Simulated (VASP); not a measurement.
# Al (Fm-3m) in VASP: settings compared, part 2 of 2

VASP 6.6.1. The steps go on from the part before.

### 4 Density of states, LDA, non-collinear spin, typed start

Input file POSCAR:

```
Al
1.0
    0.0000000000      2.0248050000      2.0248050000
    2.0248050000      0.0000000000      2.0248050000
    2.0248050000      2.0248050000      0.0000000000
Al
1
Direct
    0.0000000000      0.0000000000      0.0000000000
```

Input file INCAR.step1:

```
SYSTEM = Al
  ALGO = Fast
  EDIFF = 1E-7
  ENCUT = 520
  GGA = CA
  ISIF = 2
  ISMEAR = -1
  LASPH = .TRUE.
  LCHARG = .TRUE.
  LNONCOLLINEAR = .TRUE.
  LREAL = .FALSE.
  LWAVE = .FALSE.
  MAGMOM = 0.354 0.354 0
  NBANDS = 14
  NELM = 150
  PREC = Accurate
  SIGMA = 0.01
```

Input file KPOINTS.step1:

```
k-points
0
G
  8 8 8
  0 0 0
```

Input file INCAR.step2:

```
SYSTEM = Al
  ALGO = Fast
  EDIFF = 1E-7
  ENCUT = 520
  GGA = CA
  ICHARG = 11
  ISIF = 2
  ISMEAR = -5
  LASPH = .TRUE.
  LCHARG = .FALSE.
  LNONCOLLINEAR = .TRUE.
  LORBIT = 11
  LREAL = .FALSE.
  LWAVE = .FALSE.
  MAGMOM = 0.354 0.354 0
  NBANDS = 14
  NEDOS = 1001
  NELM = 150
  PREC = Accurate
  SIGMA = 0.01
```

Input file KPOINTS.step2:

```
k-points
0
G
  12 12 12
  0 0 0
```

Potentials or basis: VASP PAW LDA potentials, release 64 (Al).

Launch:

```bash
$ cat potpaw_LDA.64/Al/POTCAR > POTCAR
$ cp INCAR.step1 INCAR
$ cp KPOINTS.step1 KPOINTS
$ mpirun -np 1 vasp_ncl > vasp.out
$ cp INCAR.step2 INCAR
$ cp KPOINTS.step2 KPOINTS
$ mpirun -np 1 vasp_ncl > vasp.out
```

Wall time 3.3 min (1 thread of AMD EPYC 7R13 (Zen 3), shared host); peak memory 0.23 GiB.

The run converged. Its results:

```
Net moment                                            : 0.02 μB per cell
Valence electrons inside the program's atomic spheres : Al 0.78
```

Levels at points of the mesh, in eV from the Fermi level:
```tsv
k point	band 1	band 2	band 3	band 4	band 5	band 6	band 7	band 8
(0.00, 0.00, 0.00)	-11.10	-11.08	12.50	12.50	12.50	12.52	12.52	12.52
(0.50, 0.00, 0.00)	-4.57	-4.54	-4.43	-4.41	11.13	11.13	11.15	11.15
(0.00, 0.50, 0.00)	-4.57	-4.54	-4.43	-4.41	11.13	11.13	11.15	11.15
(0.00, 0.00, 0.50)	-4.57	-4.54	-4.43	-4.41	11.13	11.13	11.15	11.15
(0.50, 0.50, 0.00)	-2.92	-2.90	-1.66	-1.64	5.26	5.28	5.46	5.46
(0.00, 0.50, 0.50)	-2.92	-2.90	-1.66	-1.64	5.26	5.28	5.46	5.46
```

Moments on the atoms (μB; x, y, z):
```
Al  0.00 0.00 0.00
```

Caveat: tetrahedron occupations give inexact forces and stress in metals.

### 5 Electric field gradients, PBE+D3(BJ) (volume scaled by 1.04)

Input file INCAR:

```
SYSTEM = Al
PREC = Accurate
ENCUT = 520
EDIFF = 1E-8
ISMEAR = -1
SIGMA = 0.01
LREAL = .False.
LASPH = .True.
NELM = 60
ALGO = Normal
ISIF = 2
LWAVE = .False.
LCHARG = .False.
GGA = PE
IVDW = 12
LEFG = .True.
NBANDS = 8
```

Input file KPOINTS:

```
regular mesh
0
Gamma
  11 11 11
  0 0 0
```

Input file POSCAR:

```
Al
1.0
    2.9011887331      0.0000000000      0.0000000000
    1.4505943666      2.5125031440      0.0000000000
    1.4505943666      0.8375010480      2.3688106812
Al
1
Direct
    0.0000000000      0.0000000000      0.0000000000
```

Potentials or basis: VASP PAW PBE potentials, release 64 (Al).

Launch:

```bash
$ cat potpaw_PBE.64/Al/POTCAR > POTCAR
$ mpirun -np 1 vasp_std > vasp.out
```

OUTCAR:

```text
SYSTEM = Al
   PREC = Accurate
   ENCUT = 520
   EDIFF = 1E-8
   ISMEAR = -1
   LREAL = .False.
   LASPH = .True.
   NELM = 60
   ISIF = 2
   GGA = PE
   IVDW = 12
 IVDW          = 12

 ion  position               nearest neighbor table
   1  0.000  0.000  0.000-

  LATTYP: Found a face centered cubic cell.
 ALAT       =     4.1029004533

  Lattice vectors:

 A1 = (   2.9011887331,   0.0000000000,   0.0000000000)
 A2 = (   1.4505943666,   2.5125031440,   0.0000000000)
 A3 = (   1.4505943666,   0.8375010480,   2.3688106812)

Analysis of symmetry for initial positions (statically):
=====================================================================
 Subroutine PRICEL returns:
 Original cell was already a primitive cell.

 Routine SETGRP: Setting up the symmetry group for a
 face centered cubic supercell.

 Subroutine GETGRP returns: Found 48 space group operations
[... 9 lines left out ...]

 Routine SETGRP: Setting up the symmetry group for a
 face centered cubic supercell.

 Subroutine GETGRP returns: Found 48 space group operations
 (whereof 48 operations were pure point group operations)
 out of a pool of 48 trial point group operations.

The dynamic configuration has the point symmetry O_h .

 Subroutine INISYM returns: Found 48 space group operations
 (whereof 48 operations are pure point group operations),
 and found     1 'primitive' translations

----------------------------------------------------------------------------------------

                                     Primitive cell

  volume of cell :      17.2668

  direct lattice vectors                    reciprocal lattice vectors
     2.901188733  0.000000000  0.000000000     0.344686297 -0.199004726 -0.140717591
     1.450594367  2.512503144  0.000000000     0.000000000  0.398009452 -0.140717591
     1.450594367  0.837501048  2.368810681     0.000000000  0.000000000  0.422152774

  length of vectors
     2.901188733  2.901188733  2.901188733     0.422152774  0.422152774  0.422152774

  position of ions in fractional coordinates (direct lattice)
     0.000000000  0.000000000  0.000000000

  ion indices of the primitive-cell ions
   primitive index   ion index
                 1           1

----------------------------------------------------------------------------------------

 KPOINTS: regular mesh

Automatic generation of k-mesh.
 Grid dimensions read from file:
 generate k-points for:   11   11   11

 Generating k-lattice:

  Cartesian coordinates                     Fractional coordinates (reciprocal lattice)
     0.031335118 -0.018091339 -0.012792508     0.090909091 -0.000000000 -0.000000000
     0.000000000  0.036182677 -0.012792508     0.000000000  0.090909091 -0.000000000
     0.000000000  0.000000000  0.038377525     0.000000000  0.000000000  0.090909091

  Length of vectors
     0.038377525  0.038377525  0.038377525

[... 58 lines left out ...]
   NFREE  =      0    steps in history (QN), initial steepest desc. (CG)
   ISIF   =      2    stress and relaxation
   ISYM   =      2    0-nonsym 1-usesym 2-fastsym
   POTIM  = 0.5000    time-step for ionic-motion
   TEBEG  =    0.0;   TEEND  =   0.0 temperature during run
   PSTRESS=    0.0 pullay stress
   NELECT =       3.0000    total number of electrons
   NUPDOWN=      -1.0000    fix difference up-down
   EMIN   =  10.00;   EMAX   =-10.00  energy-range for DOS
   EFERMI =   0.00;   METHOD = LEGACY
   ISMEAR =    -1;   SIGMA  =   0.01  broadening in eV -4-tet -1-fermi 0-gaus
   EFERMI_NEDOS =   21; number of points for ismear=-14 and -15
   IALGO  =     38    algorithm
   IMIX   =      4    mixing-type and parameters
     AMIX     =   0.40;   BMIX     =  1.00
     AMIX_MAG =   1.60;   BMIX_MAG =  1.00
  volume/ion in A,a.u.               =      17.27       116.52
  Fermi-wavevector in a.u.,A,eV,Ry     =   0.913505  1.726274 11.353945  0.834491
  Thomas-Fermi vector in A             =   2.038024
   LORBIT       =      0    0 simple, 1 ext, 2 COOP (PROOUT), +10 PAW based schemes
   GGA     = PE    functional components
   LHFCALC =     F    Hartree Fock is set to
   AEXX    =    0.0000 exact exchange contribution
   IVDW    =    12    specifies the selected vdW correction
   LEPSILON=     F    determine dielectric tensor
   LRPA    =     F    only Hartree local field effects (RPA)
 non-spin polarized calculation
  energy-cutoff  :      520.00
  volume of cell :       17.27
 maximum number of plane-waves:       483
 NGX is ok and might be reduce to    24
   NGX = 11   NGY = 11   NGZ = 11

 number of electron       3.0000000 magnetization

 Free energy of the ion-electron system (eV)
  ---------------------------------------------------
  ext. energy  EPLUGINS =         0.00000000
  ---------------------------------------------------
  free energy    TOTEN  =        -3.74482366 eV

  energy without entropy =       -3.74411366  energy(sigma->0) =       -3.74446866

 E-fermi :   7.5611     XC(G=0): -10.0335

 val. band max:        7.5568003017   @ k =  -0.4545   0.3636  -0.0000
 cond. band min:       7.5671909409   @ k =   0.4545   0.1818   0.0909
 fundamental gap:      0.0103906392
 Fermi energy:         7.5611302298

 k-point     1 :       0.0000    0.0000    0.0000
  band No.  band energies     occupation
      1      -3.2901      2.00000
      2      19.9045      0.00000
      3      19.9045      0.00000
      4      19.9045      0.00000
      5      21.0595      0.00000
      6      21.0595      0.00000
      7      21.0595      0.00000
      8      23.6746      0.00000
[... 243 lines left out ...]
 k-point    24 :      -0.1818    0.1818   -0.0000
  band No.  band energies     occupation
      1      -0.9821      2.00000
      2      11.2936      0.00000
      3      12.6064      0.00000
      4      19.0189      0.00000
      5      21.0266      0.00000
      6      22.1524      0.00000
      7      23.0785      0.00000
      8      24.0149      0.00000

 [... further k-points ...]

------------------------ aborting loop because EDIFF is reached ----------------------------------------

 Edisp (eV)   -0.32083

 E8    (eV) :    -0.1434

  FORCE on cell =-STRESS in cart. coord.  units (eV):
  Direction    XX          YY          ZZ          XY          YZ          ZX
  --------------------------------------------------------------------------------------
  -------------------------------------------------------------------------------------
  Total      -0.68222    -0.68222    -0.68222    -0.00000    -0.00000    -0.00000
  in kB     -63.30226   -63.30226   -63.30226    -0.00000    -0.00000    -0.00000
  external pressure =      -63.30 kB  Pullay stress =        0.00 kB

 VOLUME and BASIS-vectors are now :
 -----------------------------------------------------------------------------
  energy-cutoff  :      520.00
  volume of cell :       17.27
      direct lattice vectors                 reciprocal lattice vectors
     2.901188733  0.000000000  0.000000000     0.344686297 -0.199004726 -0.140717591
     1.450594367  2.512503144  0.000000000     0.000000000  0.398009452 -0.140717591
     1.450594367  0.837501048  2.368810681     0.000000000  0.000000000  0.422152774

 POSITION                                       TOTAL-FORCE (eV/Angst)
 -----------------------------------------------------------------------------------
      0.00000      0.00000      0.00000         0.000000      0.000000      0.000000
 -----------------------------------------------------------------------------------
    total drift:                               -0.000000      0.000000      0.000000

  FREE ENERGIE OF THE ION-ELECTRON SYSTEM (eV)
  ---------------------------------------------------
  free  energy   TOTEN  =        -4.0656575371 eV

  energy  without entropy=       -4.0649475394  energy(sigma->0) =       -4.06530254

 Electric field gradients (V/A^2)
---------------------------------------------------------------------
 ion       V_xx      V_yy      V_zz      V_xy      V_xz      V_yz
---------------------------------------------------------------------
   1       0.000    -0.000    -0.000     0.000     0.000     0.000
---------------------------------------------------------------------

 Electric field gradients after diagonalization (V/A^2)
 (convention: |V_zz| > |V_xx| > |V_yy|)
----------------------------------------------------------------------
 ion       V_xx      V_yy      V_zz     asymmetry (V_yy - V_xx)/ V_zz
----------------------------------------------------------------------
   1      -0.000    -0.000     0.000       0.002
----------------------------------------------------------------------

           NMR quadrupolar parameters

 Cq : quadrupolar parameter    Cq=e*Q*V_zz/h
 eta: asymmetry parameters     (V_yy - V_xx)/ V_zz
 Q  : nuclear electric quadrupole moment in mb (millibarn)
----------------------------------------------------------------------
 ion       Cq(MHz)       eta       Q (mb)
----------------------------------------------------------------------
   1       0.000       0.002       1.000
----------------------------------------------------------------------
```

Run time: 19 s. Hardware: 1 thread of AMD EPYC 7R13, shared host; peak memory 0.11 GiB.

Results:

```yaml
Free_energy: -4.0657 eV
Pressure: -6.3 GPa
Dispersion_energy_per_atom: -0.321 eV
```

Levels at points of the mesh, in eV from the Fermi level:
| k point | band 1 | band 2 | band 3 | band 4 | band 5 |
| --- | --- | --- | --- | --- | --- |
| (0.00, 0.00, 0.00) | -10.85 | 12.34 | 12.34 | 12.34 | 13.50 |

Caveat: three body term missing; without QUAD_EFG the Cq values of the log hold for a quadrupole moment of 1 mb, not for the nuclei; pairwise dispersion overbinds metals, which lowers pressure and volume.

### 6 Overview

```csv
task,level,potentials or basis,spin,cell,k mesh,cutoff (eV),smearing,ions in elastic constants,k mesh for the DOS,occupations for the DOS,moment (μB)
elastic constants,RPBE+D4,"VASP PAW PBE potentials, release 64 (Al)",off,"a = 2.864 Å, angles 60.0°, 1 atom",7 × 7 × 7,600,fermi-dirac 0.1 eV,relaxed,-,-,-
density of states,revPBE+D4,"VASP PAW PBE potentials, release 64 (Al)","collinear, ferromagnetic start","a = 2.864 Å, angles 60.0°, 1 atom",11 × 11 × 11,520,fermi-dirac 0.05 eV,-,17 × 17 × 17,tetrahedron,0.00
density of states,LDA,"VASP PAW LDA potentials, release 64 (Al)","non-collinear, typed start","a = 2.864 Å, angles 60.0°, 1 atom",8 × 8 × 8,520,fermi-dirac 0.01 eV,-,12 × 12 × 12,tetrahedron,0.02
electric field gradients,PBE+D3(BJ),"VASP PAW PBE potentials, release 64 (Al)",off,"a = 2.901 Å, angles 60.0°, 1 atom",11 × 11 × 11,520,fermi-dirac 0.01 eV,-,-,-,-
```

Caveats: some runs use coarse meshes; the PAW data sets were made with another functional, which shifts forces and pressure a little (some runs); pairwise dispersion overbinds metals, which lowers pressure and volume (some runs); tetrahedron occupations give inexact forces and stress in metals (some runs); the cell is under stress, which shifts elastic constants (some runs); three body term missing (some runs).

Total energies depend on the potentials used, so only differences within one code and one set of settings carry meaning.
